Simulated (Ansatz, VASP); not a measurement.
One calculation of Lu, two programs

INCAR

```
PREC = Accurate
ENCUT = 520
EDIFF = 1E-7
ISMEAR = -1
SIGMA = 0.1
LREAL = F
LASPH = T
NELM = 100
ALGO = Normal
ISIF = 2
LWAVE = F
LCHARG = F
GGA = PE
NBANDS = 18
```

KPOINTS

```
Automatic mesh
0
Gamma
  14 14 14
```

File POSCAR:

```
Lu
1.0
   -1.4945207504      1.4945207504      1.4945207504
    1.4945207504     -1.4945207504      1.4945207504
    1.4945207504      1.4945207504     -1.4945207504
Lu
1
Direct
    0.0000000000      0.0000000000      0.0000000000
```

Input for Ansatz:

```yaml
crystal:
  lattice:
    - [-1.4945207504, 1.4945207504, 1.4945207504]
    - [1.4945207504, -1.4945207504, 1.4945207504]
    - [1.4945207504, 1.4945207504, -1.4945207504]
  atoms:
    - { symbol: Lu, position: [0.0, 0.0, 0.0] }
kpoints:
  mp_grid: { grid: [14, 14, 14] }
scf:
  occupations: { method: fermi_dirac, width: 0.1 }
hamiltonian:
  xc: pbe
  pseudopotentials: { kind: all_electron, lapw: { basis_error: 0.001 } }
output:
  forces: true
  stress: true
  eigenvalues: true
  populations: true
```

Change from the starting cell: volume scaled by 0.45, LAPW.

Alike in both runs: task single point; functional PBE; k mesh 14 × 14 × 14; occupations fermi-dirac, width 0.1 eV; no spin polarisation.

|  | VASP | Ansatz |
| --- | --- | --- |
| version | VASP 6.6.1 | Ansatz 0.2.0 |
| potentials or method | VASP PAW PBE potentials, release 64 (Lu), cutoff 520 eV | all-electron LAPW, scalar-relativistic |

|  | VASP | Ansatz | Ansatz less VASP |
| --- | --- | --- | --- |
| pressure (GPa) | 131.4 | 127.7 | -3.72 |

Both programs put the cell under a high pressure, so it lies far from rest at this level. Ansatz ran all-electron here, and VASP with PAW potentials.

Spin-orbit coupling is off throughout. Noted on VASP's run: the cell as given lies far from equilibrium.
